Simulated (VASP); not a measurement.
The system is Fe.

```
Fe
1.0
     2.18169    0.00000    0.00000
     0.00000    2.18169    0.00000
     0.00000    0.00000    2.18169
Fe
1
Direct
  0.00000 0.00000 0.00000
```

This cell differs from its parent crystal: volume scaled by 0.78.

Base run:

| Quantity | Value |
| --- | --- |
| Program | VASP 6.6.1 |
| Functional | PBE |
| Potentials or basis | VASP PAW PBE potentials, release 64 (Fe) |
| Cutoff | 520 eV |
| k mesh | 18 × 18 × 18 |
| Occupations | fermi-dirac, width 0.1 eV |
| Spin | collinear spin, ferromagnetic start |
| Starting moments | [2.5] μB |

Its results: pressure 46.8 GPa; net moment 1.61 μB per cell; site moments Fe +1.59 μB.

Task: The run is repeated on the same cell with these changes: occupations from fermi-dirac, width 0.1 eV to tetrahedron; further incar settings from ALGO = Normal; EDIFF = 1e-07; NBANDS = 14 to ALGO = Normal; EDIFF = 1e-06; NBANDS = 14. What comes out?

Result: Pressure 47.5 GPa; net moment 1.66 μB per cell; site moments Fe +1.64 μB.

Caveats: tetrahedron occupations give inexact forces and stress in metals (some runs).
